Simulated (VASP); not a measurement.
# MgS in VASP: a series of runs

Runs on MgS. Level: PBEsol. Tasks: electric field gradients.

Program: VASP 6.6.1. These are calculated values, not measurements. Logs are shortened: lines on timing, memory, paths and dates and some standing lists are left out, and cuts for length are marked.

## Step 1: The cell of the first run

Symmetry: I4/mmm, No. 139, tetragonal system. The conventional cell has a = 3.679 Å, b = 3.679 Å, c = 5.151 Å, α = 90.00°, β = 90.00°, γ = 90.00°. Within 3.4 Å of Mg (site symmetry 4/mmm) lie 6 S at 2.58 to 2.60 Å. S (site symmetry 4/mmm) has 6 Mg at 2.58 to 2.60 Å within 3.4 Å.

## Step 2: Electric field gradients, PBEsol (zz strain of -1 %)

Input file INCAR:

```
PREC     = Accurate       # precision mode
ENCUT    = 520            # plane-wave cutoff, eV
EDIFF    = 1E-8           # SCF threshold, eV
ISMEAR   = -1             # smearing method
SIGMA    = 0.03           # smearing width, eV
LREAL    = F              # projectors in reciprocal space
LASPH    = T              # aspherical terms in the spheres
NELM     = 80             # most SCF steps
ALGO     = Normal         # electronic algorithm
ISIF     = 2              # what is computed and relaxed
LWAVE    = F              # write WAVECAR
LCHARG   = F              # write CHGCAR
GGA      = PS             # functional
LEFG     = T            
NBANDS   = 11             # bands
```

Input file KPOINTS:

```
regular mesh
0
Gamma
  10 10 10
```

Input file POSCAR:

```
MgS
1.0
    0.0000000000      2.6016500000      2.5756335000
    2.6016500000      0.0000000000      2.5756335000
    2.6016500000      2.6016500000      0.0000000000
Mg S
1 1
Direct
    0.0000000000      0.0000000000      0.0000000000
    0.5000000000      0.5000000000      0.5000000000
```

Potentials or basis: VASP PAW PBE potentials, release 64 (Mg, S).

Launch:

```console
cat potpaw_PBE.64/Mg/POTCAR potpaw_PBE.64/S/POTCAR > POTCAR
mpirun -np 1 vasp_std > vasp.out
```

OUTCAR:

```text
PREC = Accurate
   ENCUT = 520
   EDIFF = 1E-8
   ISMEAR = -1
   LREAL = F
   LASPH = T
   NELM = 80
   ISIF = 2
   GGA = PS

 ion  position               nearest neighbor table
   1  0.000  0.000  0.000-   2 2.58   2 2.58   2 2.60   2 2.60   2 2.60   2 2.60
   2  0.500  0.500  0.500-   1 2.58   1 2.58   1 2.60   1 2.60   1 2.60   1 2.60

  LATTYP: Found a body centered tetragonal cell.
 ALAT       =     3.6792887145
 C/A-ratio  =     1.4000714267

  Lattice vectors:

 A1 = (   0.0000000000,  -2.6016500000,  -2.5756335000)
 A2 = (   0.0000000000,   2.6016500000,  -2.5756335000)
 A3 = (   2.6016500000,   0.0000000000,   2.5756335000)

Analysis of symmetry for initial positions (statically):
=====================================================================
 Subroutine PRICEL returns:
 Original cell was already a primitive cell.

 Routine SETGRP: Setting up the symmetry group for a
 body centered tetragonal supercell.

 Subroutine GETGRP returns: Found 16 space group operations
 (whereof 16 operations were pure point group operations)
 out of a pool of 16 trial point group operations.

The static configuration has the point symmetry D_4h.

Analysis of symmetry for dynamics (positions and initial velocities):
=====================================================================
 Subroutine PRICEL returns:
 Original cell was already a primitive cell.

 Routine SETGRP: Setting up the symmetry group for a
 body centered tetragonal supercell.

 Subroutine GETGRP returns: Found 16 space group operations
 (whereof 16 operations were pure point group operations)
 out of a pool of 16 trial point group operations.

The dynamic configuration has the point symmetry D_4h.

 Subroutine INISYM returns: Found 16 space group operations
 (whereof 16 operations are pure point group operations),
 and found     1 'primitive' translations

----------------------------------------------------------------------------------------

                                     Primitive cell

  volume of cell :      34.8668

[... 126 lines left out ...]

 Free energy of the ion-electron system (eV)
  ---------------------------------------------------
  ext. energy  EPLUGINS =         0.00000000
  ---------------------------------------------------
  free energy    TOTEN  =        -9.07434344 eV

  energy without entropy =       -9.07434344  energy(sigma->0) =       -9.07434344

 E-fermi :   4.3609     XC(G=0):  -9.8781

 val. band max:        3.7798090294   @ k =   0.0000   0.0000   0.0000
 cond. band min:       6.4561149389   @ k =   0.5000   0.5000   0.0000
 fundamental gap:      2.6763059095
 Fermi energy:         4.3609002280

 k-point     1 :       0.0000    0.0000    0.0000
  band No.  band energies     occupation
      1      -8.9763      2.00000
      2       3.7351      2.00000
      3       3.7798      2.00000
      4       3.7798      2.00000
      5       7.4372      0.00000
      6      11.5789      0.00000
      7      11.5789      0.00000
      8      11.6835      0.00000
      9      14.0171      0.00000
     10      14.1577      0.00000
     11      16.0865      0.00000
[... 309 lines left out ...]
 k-point    24 :       0.4000    0.3000    0.0000
  band No.  band energies     occupation
      1      -7.6327      2.00000
      2       0.0672      2.00000
      3       2.0664      2.00000
      4       2.3366      2.00000
      5       7.6471      0.00000
      6       8.8184      0.00000
      7      13.2467      0.00000
      8      14.2198      0.00000
      9      15.8149      0.00000
     10      17.0269      0.00000
     11      20.4981      0.00000

 [... further k-points ...]
[... 5 lines left out ...]
  --------------------------------------------------------------------------------------
  -------------------------------------------------------------------------------------
  Total       -0.1589698     -0.1589698      0.0850799      0.0000000      0.0000000     -0.0000000
  in kB       -7.3048874     -7.3048874      3.9095402      0.0000000      0.0000000     -0.0000000
  external PRESSURE =      -3.5667449 kB  Pullay stress =       0.0000000 kB

 VOLUME and BASIS-vectors are now :
 -----------------------------------------------------------------------------
  energy-cutoff  :      520.00
  volume of cell :       34.87
      direct lattice vectors                 reciprocal lattice vectors
     0.000000000  2.601650000  2.575633500    -0.192185728  0.192185728  0.194126998
     2.601650000  0.000000000  2.575633500     0.192185728 -0.192185728  0.194126998
     2.601650000  2.601650000  0.000000000     0.192185728  0.192185728 -0.194126998

 POSITION                                       TOTAL-FORCE (eV/Angst)
 -----------------------------------------------------------------------------------
      0.00000      0.00000      0.00000         0.000000      0.000000      0.000000
      2.60165      2.60165      2.57563        -0.000000     -0.000000     -0.000000
 -----------------------------------------------------------------------------------
    total drift:                                0.000000      0.000000      0.000000

  FREE ENERGIE OF THE ION-ELECTRON SYSTEM (eV)
  ---------------------------------------------------
  free  energy   TOTEN  =        -9.0743434395 eV

  energy  without entropy=       -9.0743434395  energy(sigma->0) =       -9.07434344

 Electric field gradients (V/A^2)
---------------------------------------------------------------------
 ion       V_xx      V_yy      V_zz      V_xy      V_xz      V_yz
---------------------------------------------------------------------
   1       0.842     0.842    -1.683     0.000     0.000     0.000
   2       0.444     0.444    -0.887    -0.000    -0.000    -0.000
---------------------------------------------------------------------

 Electric field gradients after diagonalization (V/A^2)
 (convention: |V_zz| > |V_xx| > |V_yy|)
----------------------------------------------------------------------
 ion       V_xx      V_yy      V_zz     asymmetry (V_yy - V_xx)/ V_zz
----------------------------------------------------------------------
   1       0.842     0.842    -1.683       0.000
   2       0.444     0.443    -0.887       0.001
----------------------------------------------------------------------

           NMR quadrupolar parameters

 Cq : quadrupolar parameter    Cq=e*Q*V_zz/h
 eta: asymmetry parameters     (V_yy - V_xx)/ V_zz
 Q  : nuclear electric quadrupole moment in mb (millibarn)
----------------------------------------------------------------------
 ion       Cq(MHz)       eta       Q (mb)
----------------------------------------------------------------------
   1      -0.004       0.000       1.000
   2      -0.002       0.001       1.000
----------------------------------------------------------------------
```

OSZICAR:

```text
N       E                     dE             d eps       ncg     rms          rms(c)
DAV:   1     0.220549418150E+02    0.22055E+02   -0.36259E+03  2332   0.596E+02
DAV:   2    -0.804045655960E+01   -0.30095E+02   -0.28743E+02  2911   0.102E+02
DAV:   3    -0.943317410614E+01   -0.13927E+01   -0.13904E+01  2826   0.232E+01
DAV:   4    -0.944165369719E+01   -0.84796E-02   -0.84789E-02  2708   0.214E+00
DAV:   5    -0.944172884153E+01   -0.75144E-04   -0.75144E-04  2796   0.198E-01    0.415E+00
DAV:   6    -0.911794588832E+01    0.32378E+00   -0.68077E-01  2581   0.321E+00    0.314E+00
DAV:   7    -0.907717233280E+01    0.40774E-01   -0.18283E-01  2711   0.181E+00    0.193E+00
DAV:   8    -0.907456332462E+01    0.26090E-02   -0.10106E-02  2502   0.578E-01    0.735E-01
DAV:   9    -0.907435379099E+01    0.20953E-03   -0.48315E-04  2619   0.122E-01    0.319E-01
DAV:  10    -0.907434368223E+01    0.10109E-04   -0.15528E-04  2627   0.551E-02    0.797E-03
DAV:  11    -0.907434371530E+01   -0.33065E-07   -0.21076E-06  2683   0.866E-03    0.174E-02
DAV:  12    -0.907434350475E+01    0.21055E-06   -0.29905E-07  2685   0.295E-03    0.283E-03
DAV:  13    -0.907434344279E+01    0.61954E-07   -0.41198E-08  2619   0.855E-04    0.209E-04
DAV:  14    -0.907434343947E+01    0.33189E-08   -0.62298E-10  1524   0.179E-04
   1 F= -.90743434E+01 E0= -.90743434E+01  d E =-.210063E-10
```

Run time: 44 s. Hardware: 1 thread of Intel Xeon Platinum 8259CL at 2.50GHz (Skylake/Cascade Lake), shared host; peak memory 0.18 GiB.

What came out:

| Item | Value |
| --- | --- |
| Free energy | -9.0743 eV |
| Pressure | -0.4 GPa |
| Band gap on the k mesh | 2.68 eV, indirect (least direct gap 3.66 eV) |

Electric field gradients, principal values (V/Å²):
| atom | least | middle | greatest (by size) |
| --- | --- | --- | --- |
| 1 Mg | 0.842 | 0.842 | -1.683 |
| 2 S | 0.443 | 0.444 | -0.887 |

Caveat: the cell differs from its parent crystal (zz strain of -1 %); without QUAD_EFG the Cq values of the log hold for a quadrupole moment of 1 mb, not for the nuclei; the PAW data sets were made with another functional, which shifts forces and pressure a little.

## Step 3: Electric field gradients, PBEsol (volume scaled by 1.01)

Input file INCAR:

```
PREC = Accurate
ENCUT = 520
EDIFF = 1E-8
ISMEAR = -1
SIGMA = 0.03
LREAL = F
LASPH = T
NELM = 80
ALGO = Normal
ISIF = 2
LWAVE = F
LCHARG = F
GGA = PS
LEFG = T
NBANDS = 11
```

Input file KPOINTS:

```
Automatic mesh
0
Gamma
  10 10 10
```

Input file POSCAR:

```
MgS
1.0
    0.0000000000      2.6102934190      2.6102934190
    2.6102934190      0.0000000000      2.6102934190
    2.6102934190      2.6102934190      0.0000000000
Mg S
1 1
Direct
    0.0000000000      0.0000000000      0.0000000000
    0.5000000000      0.5000000000      0.5000000000
```

Potentials or basis: VASP PAW PBE potentials, release 64 (Mg, S).

Launch:

```console
cat potpaw_PBE.64/Mg/POTCAR potpaw_PBE.64/S/POTCAR > POTCAR
mpirun -np 1 vasp_std > vasp.out
```

OUTCAR:

```text
PREC = Accurate
   ENCUT = 520
   EDIFF = 1E-8
   ISMEAR = -1
   LREAL = F
   LASPH = T
   NELM = 80
   ISIF = 2
   GGA = PS

 ion  position               nearest neighbor table
   1  0.000  0.000  0.000-   2 2.61   2 2.61   2 2.61   2 2.61   2 2.61   2 2.61
   2  0.500  0.500  0.500-   1 2.61   1 2.61   1 2.61   1 2.61   1 2.61   1 2.61

  LATTYP: Found a face centered cubic cell.
 ALAT       =     5.2205868380

  Lattice vectors:

 A1 = (   0.0000000000,   2.6102934190,   2.6102934190)
 A2 = (   2.6102934190,   0.0000000000,   2.6102934190)
 A3 = (   2.6102934190,   2.6102934190,   0.0000000000)

Analysis of symmetry for initial positions (statically):
=====================================================================
 Subroutine PRICEL returns:
 Original cell was already a primitive cell.

 Routine SETGRP: Setting up the symmetry group for a
 face centered cubic supercell.

 Subroutine GETGRP returns: Found 48 space group operations
[... 522 lines left out ...]
  volume of cell :       35.57
      direct lattice vectors                 reciprocal lattice vectors
     0.000000000  2.610293419  2.610293419    -0.191549347  0.191549347  0.191549347
     2.610293419  0.000000000  2.610293419     0.191549347 -0.191549347  0.191549347
     2.610293419  2.610293419  0.000000000     0.191549347  0.191549347 -0.191549347

 POSITION                                       TOTAL-FORCE (eV/Angst)
 -----------------------------------------------------------------------------------
      0.00000      0.00000      0.00000        -0.000000      0.000000      0.000000
      2.61029      2.61029      2.61029         0.000000     -0.000000      0.000000
 -----------------------------------------------------------------------------------
    total drift:                                0.000000      0.000000      0.000000

  FREE ENERGIE OF THE ION-ELECTRON SYSTEM (eV)
  ---------------------------------------------------
  free  energy   TOTEN  =        -9.0703617296 eV

  energy  without entropy=       -9.0703617296  energy(sigma->0) =       -9.07036173

 Electric field gradients (V/A^2)
---------------------------------------------------------------------
 ion       V_xx      V_yy      V_zz      V_xy      V_xz      V_yz
---------------------------------------------------------------------
   1       0.000    -0.000     0.000     0.000     0.000     0.000
   2      -0.000    -0.000     0.000    -0.000    -0.000    -0.000
---------------------------------------------------------------------

 Electric field gradients after diagonalization (V/A^2)
 (convention: |V_zz| > |V_xx| > |V_yy|)
----------------------------------------------------------------------
 ion       V_xx      V_yy      V_zz     asymmetry (V_yy - V_xx)/ V_zz
----------------------------------------------------------------------
   1      -0.000    -0.000     0.000       0.000
   2       0.000     0.000    -0.001       0.000
----------------------------------------------------------------------

           NMR quadrupolar parameters

 Cq : quadrupolar parameter    Cq=e*Q*V_zz/h
 eta: asymmetry parameters     (V_yy - V_xx)/ V_zz
 Q  : nuclear electric quadrupole moment in mb (millibarn)
----------------------------------------------------------------------
 ion       Cq(MHz)       eta       Q (mb)
----------------------------------------------------------------------
   1       0.000       0.000       1.000
   2      -0.000       0.000       1.000
----------------------------------------------------------------------
```

Run time: 60 s. Hardware: 1 thread of AMD EPYC 7R13, shared host; peak memory 0.13 GiB.

What came out:

| Property | Result |
| --- | --- |
| Free energy | -9.0704 eV |
| Pressure | -1.9 GPa |
| Band gap on the k mesh | 2.68 eV, indirect (least direct gap 3.52 eV) |

Caveat: without QUAD_EFG the Cq values of the log hold for a quadrupole moment of 1 mb, not for the nuclei; the PAW data sets were made with another functional, which shifts forces and pressure a little.

[end of part 1 of 3]
